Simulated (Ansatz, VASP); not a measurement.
# VFeC4N4 in VASP and in Ansatz

```
CELL_PARAMETERS angstrom
5.90860 0.00000 0.00000
0.00000 5.90860 0.00000
0.00000 0.00000 5.90860
ATOMIC_POSITIONS crystal
V 0.00000 0.00000 0.00000
Fe 0.50000 0.50000 0.50000
C 0.18732 0.18732 0.18732
C 0.18732 0.81268 0.81268
C 0.81268 0.18732 0.81268
C 0.81268 0.81268 0.18732
N 0.30164 0.30164 0.30164
N 0.30164 0.69836 0.69836
N 0.69836 0.30164 0.69836
N 0.69836 0.69836 0.30164
```

Alike in both runs: task single point; functional PBE; k mesh 4 × 4 × 4; occupations gaussian, width 0.1 eV; collinear spin.

```csv
,VASP,Ansatz
version,VASP 6.6.1,Ansatz 0.2.0
potentials or method,"VASP PAW PBE potentials, release 64 (V_sv, Fe, C, N), cutoff 520 eV","scalar-relativistic, plane waves, PAW"
valence electrons in the cell,57,65
```

```tsv
	VASP	Ansatz	Ansatz less VASP
pressure (GPa)	2.5	2.2	-0.28
rms of the force components (eV/Å)	0.846	0.670	-0.1760
net moment per atom (μB)	0.10	0.50	+0.400
size of the moment on the site where the two differ most (μB)	1.68	0.88	-0.803
```

The net moments are unlike, so the other rows may belong to different states. Site moments also hang on the region over which each program counts them. Atom by atom the forces differ by 0.224 eV/Å (rms over components). VASP's potentials hold 57 valence electrons a cell and Ansatz's 65, so a difference there can come from the potentials and not from the codes.

Noted on VASP's run: the standard files for N, O and F lose accuracy on very short bonds.
